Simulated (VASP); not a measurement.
## Al3P2: single point with PBE

Crystal: Al3P2.

```
Al P
1.0
     1.80481    1.04201    7.68472
    -1.80481    1.04201    7.68472
     0.00000   -2.08402    7.68472
Al P
3 2
Direct
  0.00000 0.00000 0.00000
  0.21090 0.21090 0.21090
  0.78910 0.78910 0.78910
  0.39744 0.39744 0.39744
  0.60256 0.60256 0.60256
```

The cell was built from a structure type or drawn by symmetry, and may not be a known phase.

| Quantity | Value |
| --- | --- |
| Program | VASP 6.6.1 |
| Task | single point |
| Functional | PBE |
| Potentials or basis | VASP PAW PBE potentials, release 64 (Al, P) |
| Cutoff | 520 eV |
| k mesh | 6 × 6 × 6 |
| Occupations | gaussian, width 0.1 eV |
| Spin | no spin polarisation |

```json
{
 "Pressure": "0.0 GPa",
 "Largest force": "0.004 eV/Å",
 "Band gap on the k mesh": "zero (an odd number of electrons rules out a gap without spin polarisation)"
}
```

Forces on the atoms (eV/Å):
```
Al   0.000  0.000  0.000
Al   0.000  0.000  0.004
Al   0.000  0.000 -0.004
P    0.000  0.000  0.003
P    0.000  0.000 -0.003
```

Stress tensor (GPa, compression positive):
```
 0.05  0.00  0.00
 0.00  0.05  0.00
 0.00  0.00 -0.13
```

Levels at points of the mesh, in eV from the Fermi level:
```
           k point  band 7  band 8  band 9  band 10  band 11  band 12
(0.00, 0.00, 0.00)   -0.79   -0.58   -0.58     3.06     3.25     3.25
(0.50, 0.00, 0.00)   -2.72   -1.93   -1.90    -0.33     0.21     1.16
(0.50, 0.50, 0.00)   -2.83   -2.24   -1.70    -1.57     1.15     1.73
(0.50, 0.50, 0.50)   -0.49   -0.49    0.09     2.79     2.92     2.98
```

It took 2.8 min on 1 thread of Intel(R) Xeon(R) Platinum 8488C (Sapphire Rapids), on a shared host, peak memory 0.46 GiB.
